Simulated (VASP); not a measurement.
# BaTiO3 in VASP: notebook, part 2 of 2

VASP 6.6.1.

**3. Single point, PBEsol**

INCAR reads:

```
PREC = Accurate
ENCUT = 520
EDIFF = 1E-6
ISMEAR = 0
SIGMA = 0.05
LREAL = False
LASPH = True
NELM = 60
ALGO = Normal
ISIF = 2
LWAVE = False
LCHARG = False
GGA = PS
NBANDS = 28
```

KPOINTS reads:

```
regular mesh
0
Gamma
  6 6 6
```

POSCAR reads:

```
BaTiO3
1.0
    4.0060000000     -0.0600900000     -0.0600900000
   -0.0600900000      4.0060000000     -0.0600900000
   -0.0600900000     -0.0600900000      4.0060000000
Ba Ti O
1 1 3
Direct
    0.5000000000      0.5000000000      0.5000000000
    0.0000000000      0.0000000000      0.0000000000
    0.5000000000      0.0000000000      0.0000000000
    0.0000000000      0.5000000000      0.0000000000
    0.0000000000      0.0000000000      0.5000000000
```

Potentials or basis: VASP PAW PBE potentials, release 64 (Ba_sv, Ti_sv, O).

On the command line:

```console
> cat potpaw_PBE.64/Ba_sv/POTCAR potpaw_PBE.64/Ti_sv/POTCAR potpaw_PBE.64/O/POTCAR > POTCAR
> mpirun -np 1 vasp_std > vasp.out
```

OUTCAR:

```text
PREC = Accurate
   ENCUT = 520
   EDIFF = 1E-6
   ISMEAR = 0
   LREAL = False
   LASPH = True
   NELM = 60
   ISIF = 2
   GGA = PS

 ion  position               nearest neighbor table
   1  0.500  0.500  0.500-   3 2.79   4 2.79   5 2.79   3 2.79   4 2.79   5 2.79   5 2.88   3 2.88
                             4 2.88   5 2.88   4 2.88   3 2.88   2 3.37   2 3.37   2 3.50   2 3.50
   2  0.000  0.000  0.000-   3 2.00   4 2.00   5 2.00   5 2.00   4 2.00   3 2.00   1 3.37   1 3.37
                             1 3.50   1 3.50   1 3.50   1 3.50   1 3.50   1 3.50
   3  0.500  0.000  0.000-   2 2.00   2 2.00   1 2.79   1 2.79   1 2.88   1 2.88
   4  0.000  0.500  0.000-   2 2.00   2 2.00   1 2.79   1 2.79   1 2.88   1 2.88
[... 952 lines left out ...]
  Total       -1.0181542     -1.0181542     -1.0181542      1.5023142      1.5023142      1.5023142
  in kB      -25.3914481    -25.3914481    -25.3914481     37.4657727     37.4657727     37.4657727
  external PRESSURE =     -25.3914481 kB  Pullay stress =       0.0000000 kB

 VOLUME and BASIS-vectors are now :
 -----------------------------------------------------------------------------
  energy-cutoff  :      520.00
  volume of cell :       64.24
      direct lattice vectors                 reciprocal lattice vectors
     4.006000000 -0.060090000 -0.060090000     0.249739656  0.003803142  0.003803142
    -0.060090000  4.006000000 -0.060090000     0.003803142  0.249739656  0.003803142
    -0.060090000 -0.060090000  4.006000000     0.003803142  0.003803142  0.249739656

 POSITION                                       TOTAL-FORCE (eV/Angst)
 -----------------------------------------------------------------------------------
      1.94291      1.94291      1.94291         0.000000     -0.000000      0.000000
      0.00000      0.00000      0.00000         0.000000     -0.000000      0.000000
      2.00300     -0.03004     -0.03004        -0.000000      0.000000      0.000000
     -0.03004      2.00300     -0.03004         0.000000     -0.000000      0.000000
     -0.03004     -0.03004      2.00300        -0.000000      0.000000     -0.000000
 -----------------------------------------------------------------------------------
    total drift:                                0.000000     -0.000000      0.000000

  FREE ENERGIE OF THE ION-ELECTRON SYSTEM (eV)
  ---------------------------------------------------
  free  energy   TOTEN  =       -41.9057375134 eV

  energy  without entropy=      -41.9057375134  energy(sigma->0) =      -41.90573751
```

OSZICAR:

```text
N       E                     dE             d eps       ncg     rms          rms(c)
DAV:   1     0.421212405684E+03    0.42121E+03   -0.20452E+04  1792   0.152E+03
DAV:   2    -0.107408897913E+02   -0.43195E+03   -0.41082E+03  2092   0.410E+02
DAV:   3    -0.502628037289E+02   -0.39522E+02   -0.39128E+02  2064   0.131E+02
DAV:   4    -0.522546684295E+02   -0.19919E+01   -0.19881E+01  2832   0.256E+01
DAV:   5    -0.522885133153E+02   -0.33845E-01   -0.33838E-01  2224   0.325E+00    0.225E+01
DAV:   6    -0.422012157916E+02    0.10087E+02   -0.52605E+01  2508   0.647E+01    0.975E+00
DAV:   7    -0.420796797271E+02    0.12154E+00   -0.89496E+00  2364   0.217E+01    0.660E+00
DAV:   8    -0.419003703696E+02    0.17931E+00   -0.84889E-01  2128   0.832E+00    0.280E+00
DAV:   9    -0.419289421287E+02   -0.28572E-01   -0.22383E-01  2436   0.322E+00    0.137E+00
DAV:  10    -0.419066538162E+02    0.22288E-01   -0.13403E-01  2056   0.383E+00    0.281E-01
DAV:  11    -0.419057891307E+02    0.86469E-03   -0.66422E-03  2288   0.742E-01    0.788E-02
DAV:  12    -0.419060588222E+02   -0.26969E-03   -0.14581E-03  2516   0.297E-01    0.156E-01
DAV:  13    -0.419057360277E+02    0.32279E-03   -0.10263E-03  2408   0.306E-01    0.820E-03
DAV:  14    -0.419057399963E+02   -0.39686E-05   -0.37051E-05  2140   0.552E-02    0.140E-02
DAV:  15    -0.419057376075E+02    0.23888E-05   -0.76776E-06  2200   0.271E-02    0.310E-03
DAV:  16    -0.419057375134E+02    0.94137E-07   -0.64986E-07  1324   0.640E-03
   1 F= -.41905738E+02 E0= -.41905738E+02  d E =-.280525E-15
```

stdout:

```text
POSCAR found type information on POSCAR BaTiO
 POSCAR found :  3 types and       5 ions
 scaLAPACK will be used
 -----------------------------------------------------------------------------
|                                                                             |
|                                                                             |
|     You enforced a specific xc type in the INCAR file but a different       |
|     I HOPE YOU KNOW WHAT YOU ARE DOING!                                     |
|                                                                             |
 -----------------------------------------------------------------------------

 LDA part: xc-table for (Slater+PW92), standard interpolation
 POSCAR, INCAR and KPOINTS ok, starting setup
 FFT: planning ... GRIDC
 FFT: planning ... GRID_SOFT
 FFT: planning ... GRID
 WAVECAR not read
 entering main loop
```

Run time: 86 s. Hardware: 1 thread of Intel Xeon 8259CL, shared host; peak memory 0.21 GiB.

Results:

* Free energy: -41.9057 eV
* Pressure: -2.5 GPa
* Band gap on the k mesh: 1.52 eV (least direct gap 1.55 eV)

Stress tensor (GPa, compression positive):
```
-2.54  3.75  3.75
 3.75 -2.54  3.75
 3.75  3.75 -2.54
```

Caveat: the PAW data sets were made with another functional, which shifts forces and pressure a little; spin-orbit coupling is left out, which moves the levels of the heavy elements. A k mesh can miss the band edges.

**4. Single point, PBEsol**

INCAR reads:

```
SYSTEM = BaTiO3
PREC = Accurate
ENCUT = 520
EDIFF = 1E-6
ISMEAR = 0
SIGMA = 0.05
LREAL = .FALSE.
LASPH = .TRUE.
NELM = 60
ALGO = Normal
ISIF = 2
LWAVE = .FALSE.
LCHARG = .FALSE.
GGA = PS
NBANDS = 28
```

KPOINTS reads:

```
Automatic mesh
0
G
  6 6 6
  0 0 0
```

POSCAR: that of step 3 with these lines changed.

```diff
@@ -2,5 +2,5 @@
 1.0
-    4.0060000000     -0.0600900000     -0.0600900000
-   -0.0600900000      4.0060000000     -0.0600900000
-   -0.0600900000     -0.0600900000      4.0060000000
+    4.0060000000     -0.0400600000     -0.0400600000
+   -0.0400600000      4.0060000000     -0.0400600000
+   -0.0400600000     -0.0400600000      4.0060000000
 Ba Ti O
```

Potentials or basis: VASP PAW PBE potentials, release 64 (Ba_sv, Ti_sv, O).

On the command line:

```console
> cat potpaw_PBE.64/Ba_sv/POTCAR potpaw_PBE.64/Ti_sv/POTCAR potpaw_PBE.64/O/POTCAR > POTCAR
> mpirun -np 1 vasp_std > vasp.out
```

OUTCAR:

```text
SYSTEM = BaTiO3
   PREC = Accurate
   ENCUT = 520
   EDIFF = 1E-6
   ISMEAR = 0
   LREAL = .FALSE.
   LASPH = .TRUE.
   NELM = 60
   ISIF = 2
   GGA = PS

 ion  position               nearest neighbor table
   1  0.500  0.500  0.500-   3 2.80   4 2.80   5 2.80   3 2.80   4 2.80   5 2.80   5 2.86   3 2.86
                             4 2.86   5 2.86   4 2.86   3 2.86   2 3.40   2 3.40   2 3.49   2 3.49
   2  0.000  0.000  0.000-   3 2.00   4 2.00   5 2.00   5 2.00   4 2.00   3 2.00   1 3.40   1 3.40
                             1 3.49   1 3.49   1 3.49   1 3.49   1 3.49   1 3.49
[... 953 lines left out ...]
  -------------------------------------------------------------------------------------
  Total       -1.0806120     -1.0806120     -1.0806120      0.9974295      0.9974295      0.9974295
  in kB      -26.9388293    -26.9388293    -26.9388293     24.8651518     24.8651518     24.8651518
  external PRESSURE =     -26.9388293 kB  Pullay stress =       0.0000000 kB

 VOLUME and BASIS-vectors are now :
 -----------------------------------------------------------------------------
  energy-cutoff  :      520.00
  volume of cell :       64.27
      direct lattice vectors                 reciprocal lattice vectors
     4.006000000 -0.040060000 -0.040060000     0.249676001  0.002521980  0.002521980
    -0.040060000  4.006000000 -0.040060000     0.002521980  0.249676001  0.002521980
    -0.040060000 -0.040060000  4.006000000     0.002521980  0.002521980  0.249676001

 POSITION                                       TOTAL-FORCE (eV/Angst)
 -----------------------------------------------------------------------------------
      1.96294      1.96294      1.96294         0.000000     -0.000000      0.000000
      0.00000      0.00000      0.00000        -0.000000      0.000000     -0.000000
      2.00300     -0.02003     -0.02003        -0.000000     -0.000000      0.000000
     -0.02003      2.00300     -0.02003         0.000000      0.000000      0.000000
     -0.02003     -0.02003      2.00300        -0.000000     -0.000000      0.000000
 -----------------------------------------------------------------------------------
    total drift:                                0.000000     -0.000000      0.000000

  FREE ENERGIE OF THE ION-ELECTRON SYSTEM (eV)
  ---------------------------------------------------
  free  energy   TOTEN  =       -41.9433217933 eV

  energy  without entropy=      -41.9433217933  energy(sigma->0) =      -41.94332179
```

It took 1.7 min on 1 thread of Intel Xeon 8259CL, shared host; peak memory 0.21 GiB.

What came out:

```yaml
Free_energy: -41.9433 eV
Pressure: -2.7 GPa
Band_gap_on_the_k_mesh: 1.58 eV (least direct gap 1.65 eV)
```

Stress tensor (GPa, compression positive):
```
-2.69  2.49  2.49
 2.49 -2.69  2.49
 2.49  2.49 -2.69
```

Caveat: the PAW data sets were made with another functional, which shifts forces and pressure a little; spin-orbit coupling is left out, which moves the levels of the heavy elements. Expect the measured gap to be larger: semilocal functionals such as PBEsol lack the derivative discontinuity.

**5. Summary**

```csv
cell,gap on the mesh (eV),pressure (GPa)
"a = 4.006 Å, 5 atoms",1.69,-2.8
"a = 4.007 Å, angles 91.7°, 5 atoms",1.52,-2.5
"a = 4.006 Å, angles 91.1°, 5 atoms",1.58,-2.7
```

Alike in all rows: task single point; level PBEsol; potentials or basis VASP PAW PBE potentials, release 64 (Ba_sv, Ti_sv, O); no spin polarisation; k mesh 6 × 6 × 6; cutoff (eV) 520; smearing gaussian 0.05 eV.

Caveats: the PAW data sets were made with another functional, which shifts forces and pressure a little; spin-orbit coupling is left out, which moves the levels of the heavy elements.

Total energies depend on the potentials used, so only differences within one code and one set of settings carry meaning.
